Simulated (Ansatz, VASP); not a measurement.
Two plane-wave programs on SnSe

```
Sn Se
1.0
     4.26390    0.00000    0.00000
     0.00000    4.26390    0.00000
     0.00000    0.00000   10.99069
Sn Se
2 2
Direct
  0.50000 0.00000 0.37223
  0.00000 0.50000 0.62777
  0.50000 0.00000 0.61604
  0.00000 0.50000 0.38396
```

Change from the starting cell: strain -0.0050 x Voigt [1, 1, 0, 0, 0, 0], atoms carried along.

Alike in both runs: task single point; functional LDA; k mesh 6 × 6 × 4; occupations gaussian, width 0.05 eV; no spin polarisation.

|  | VASP | Ansatz |
| --- | --- | --- |
| version | VASP 6.6.1 | Ansatz 0.2.0 |
| potentials or method | VASP PAW LDA potentials, release 64 (Sn_d, Se), cutoff 520 eV | scalar-relativistic, plane waves, PAW |
| valence electrons in the cell | 40 | 60 |

```csv
,VASP,Ansatz,Ansatz less VASP
gap on the k mesh at the Fermi level (eV),1.46,1.47,+0.014
least direct gap on the mesh (eV),1.46,1.47,+0.014
rms of the force components (eV/Å),0.079,0.089,+0.0107
```

LDA's correlation is that of Perdew and Zunger in VASP and of Perdew and Wang (1992) in Ansatz. Atom by atom the forces differ by 0.013 eV/Å (rms over components). VASP's potentials hold 40 valence electrons a cell and Ansatz's 60, so a difference there can come from the potentials and not from the codes.
